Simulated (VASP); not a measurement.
A run of VASP 6.6.1:

The input INCAR:

```
SYSTEM = SnO2
  PREC = Accurate
  ENCUT = 520
  EDIFF = 1E-6
  ISMEAR = 0
  SIGMA = 0.05
  LREAL = .False.
  LASPH = .True.
  NELM = 100
  ALGO = Normal
  ISIF = 2
  LWAVE = .False.
  LCHARG = .False.
  GGA = PE
  NBANDS = 35
```

KPOINTS

```
regular mesh
0
Gamma
  10 10 10
  0 0 0
```

Contents of POSCAR:

```
SnO2
1.0
   -2.0262505044      2.0262505044      5.1806864801
    2.0262505044     -2.0262505044      5.1806864801
    2.0262505044      2.0262505044     -5.1806864801
Sn O
2 4
Direct
    0.7500000000      0.2500000000      0.5000000000
    0.0000000000      0.0000000000      0.0000000000
    0.6087552498      0.8259051032     -0.2171498534
    0.9524019562      0.4524019562      0.5000000000
    0.2024019562      0.2024019562      0.0000000000
    0.5475980438      0.0475980438      0.5000000000
```

Potentials or basis: VASP PAW PBE potentials, release 64 (Sn_d, O).

Command:

```bash
$ cat potpaw_PBE.64/Sn_d/POTCAR potpaw_PBE.64/O/POTCAR > POTCAR
$ mpirun -np 1 vasp_std > vasp.out
```

Hardware: 1 thread of Oxide Virtual Turin-like Processor, with other jobs on the host.

Problem. How long does it take, and how much memory?

Solution. It took 44 min on 1 thread of Oxide Virtual Turin-like Processor, with other jobs on the host, peak memory 0.75 GiB. Counts: scf iterations 15, k points 282.
